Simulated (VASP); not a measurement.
# CaS: single point with PBE-based screened hybrid

CaS:

```xyz
2
Lattice="0.0000 2.8479 2.8479 2.8479 0.0000 2.8479 2.8479 2.8479 0.0000" Properties=species:S:1:pos:R:3 pbc="T T T"
Ca    0.0000    0.0000    0.0000
S     2.8479    2.8479    2.8479
```

```
Program             : VASP 6.6.1
Task                : single point
Functional          : PBE-based screened hybrid
Potentials or basis : VASP PAW PBE potentials, release 64 (Ca_sv, S)
Cutoff              : 400 eV
k mesh              : 4 × 4 × 4
Occupations         : gaussian, width 0.01 eV
Spin                : no spin polarisation
```

| Item | Value |
| --- | --- |
| Pressure | -0.1 GPa |
| Band gap on the k mesh | 4.50 eV, indirect (least direct gap 5.49 eV) |

Levels at points of the mesh, in eV from the valence-band top:
| k point | band 4 | band 5 | band 6 | band 7 | band 8 | band 9 | band 10 | band 11 | band 12 | band 13 |
| --- | --- | --- | --- | --- | --- | --- | --- | --- | --- | --- |
| (0.00, 0.00, 0.00) | -23.08 | -13.65 | 0.00 | 0.00 | 0.00 | 6.28 | 6.83 | 6.83 | 6.83 | 7.61 |
| (0.50, 0.00, 0.00) | -23.09 | -12.64 | -3.64 | -1.26 | -1.26 | 7.20 | 9.29 | 9.66 | 9.66 | 11.22 |
| (0.50, 0.50, 0.00) | -23.14 | -12.86 | -2.77 | -0.99 | -0.99 | 4.50 | 8.26 | 8.76 | 10.31 | 10.48 |

Run time: 2.5 min on 1 thread of Intel(R) Xeon(R) Platinum 8488C (Sapphire Rapids), with other jobs on the host, peak memory 0.26 GiB.

Caveat: the k points lie up to 0.48 Å⁻¹ apart; the PAW data sets were made with another functional, which shifts forces and pressure a little. A k mesh can miss the band edges.
